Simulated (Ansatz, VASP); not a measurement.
BeB: VASP beside Ansatz

File INCAR:

```
PREC = Accurate
ENCUT = 520
EDIFF = 1E-7
ISMEAR = 0
SIGMA = 0.1
LREAL = False
LASPH = True
NELM = 80
ALGO = Normal
ISIF = 2
LWAVE = False
LCHARG = True
GGA = PE
LELF = True
LVHAR = True
NBANDS = 16
```

Contents of KPOINTS:

```
regular mesh
0
Gamma
  12 12 2
```

File POSCAR:

```
BeB
1.0
    2.3871950800      0.0000000000      0.0000000000
   -1.1935975400      2.0673715800      0.0000000000
    0.0000000000      0.0000000000      9.4534336700
Be B
3 3
Direct
    0.0000000000      0.0000000000      0.6666666700
    0.0000000000      0.0000000000      0.0000000000
    0.0000000000      0.0000000000      0.3333333300
    0.3333333300      0.6666666700      0.8333333300
    0.3333333300      0.6666666700      0.1666666700
    0.6666666700      0.3333333300      0.5000000000
```

Input for Ansatz:

```yaml
crystal:
  lattice:
    - [2.38719508, 0.0, 0.0]
    - [-1.19359754, 2.06737158, 0.0]
    - [0.0, 0.0, 9.45343367]
  atoms:
    - { symbol: Be, position: [0.0, 0.0, 0.66666667] }
    - { symbol: Be, position: [0.0, 0.0, 0.0] }
    - { symbol: Be, position: [0.0, 0.0, 0.33333333] }
    - { symbol: B, position: [0.33333333, 0.66666667, 0.83333333] }
    - { symbol: B, position: [0.33333333, 0.66666667, 0.16666667] }
    - { symbol: B, position: [0.66666667, 0.33333333, 0.5] }
basis:
  ecutwfc: 420
kpoints:
  mp_grid: { grid: [12, 12, 2] }
hamiltonian:
  xc: pbe
scf:
  occupations: { method: gaussian, width: 0.1 }
  lower_state_search: "off"
output:
  forces: true
  stress: true
  eigenvalues: true
```

Alike in both runs: task single point; functional PBE; k mesh 12 × 12 × 2; occupations gaussian, width 0.1 eV; no spin polarisation.

|  | VASP | Ansatz |
| --- | --- | --- |
| version | VASP 6.6.1 | Ansatz 0.2.0 |
| potentials or method | VASP PAW PBE potentials, release 64 (Be, B), cutoff 520 eV | scalar-relativistic, plane waves, PAW |
| valence electrons in the cell | 15 | 15 |

```csv
,VASP,Ansatz,Ansatz less VASP
gap on the k mesh at the Fermi level (eV),none,none,-
pressure (GPa),-10.9,-11.0,-0.09
"traceless stress, the component that is largest in VASP (GPa)",8.77,8.69,-0.076
rms of the force components (eV/Å),0.078,0.078,+0.0002
```

Atom by atom the forces differ by 0.000 eV/Å (rms over components). A gap of «none» marks a metal or a gap that the smearing closes. With one functional, cell and mesh, what is left measures potentials, basis and numerics.
